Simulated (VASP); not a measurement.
Ti:

```
Ti
1.0
     0.00000    2.17259    2.17259
     2.17259    0.00000    2.17259
     2.17259    2.17259    0.00000
Ti
1
Direct
  0.00000 0.00000 0.00000
```

This isn't the form of Ti at room conditions, which is hcp.

Base run:

| Quantity | Value |
| --- | --- |
| Program | VASP 6.6.1 |
| Functional | PBE |
| Potentials or basis | VASP PAW PBE potentials, release 64 (Ti_sv) |
| Cutoff | 520 eV |
| k mesh | 20 × 20 × 20 |
| Occupations | gaussian, width 0.15 eV |
| Spin | collinear spin |
| Starting moments | [0.25] μB |
| Fixed moment | 0.25 μB |

Its results: pressure -13.2 GPa; site moments Ti +0.16 μB.

The run is repeated on the same cell with these changes: fixed moment from 0.25 μB to 0.75 μB; moments at the start from [0.25] to [0.75]. What comes out?

Pressure -12.3 GPa; site moments Ti +0.49 μB.

Caveats: the cell stands under tension; the total moment is fixed, so each spin has its own Fermi level and the state may be an excited one.
